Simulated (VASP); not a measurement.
The system is CaSe.

```xyz
2
Lattice="0.0000 2.9560 2.9560 2.9560 0.0000 2.9560 2.9560 2.9560 0.0000" Properties=species:S:1:pos:R:3 pbc="T T T"
Ca    0.0000    0.0000    0.0000
Se    2.9560    2.9560    2.9560
```

Base run:

- Program: VASP 6.6.1
- Functional: PBEsol
- Potentials or basis: VASP PAW PBE potentials, release 64 (Ca_sv, Se)
- Cutoff: 520 eV
- k mesh: 7 × 7 × 7
- Occupations: fermi-dirac, width 0.01 eV
- Spin: no spin polarisation

Its results: band gap on the k mesh 1.99 eV, indirect (least direct gap 2.91 eV); pressure -0.9 GPa.

Q: After a change of settings the same cell gave: band gap on the k mesh 2.55 eV, indirect (least direct gap 3.48 eV); pressure 0.9 GPa. Which change was it?
A. functional from PBEsol to PBE; further incar settings from ALGO = Normal; EDIFF = 1e-08; NBANDS = 15 to ALGO = Normal; EDIFF = 1e-06; NBANDS = 15
B. functional from PBEsol to PBE
C. functional from PBEsol to r2SCAN
D. functional from PBEsol to LDA; potentials or basis from VASP PAW PBE potentials, release 64 (Ca_sv, Se) to VASP PAW LDA potentials, release 64 (Ca_sv, Se)

A: C.

r2SCAN gives the wider gap, since meta-GGAs in the generalised Kohn-Sham scheme recover part of the derivative discontinuity.

Caveats: the PAW data sets were made with another functional, which shifts forces and pressure a little.
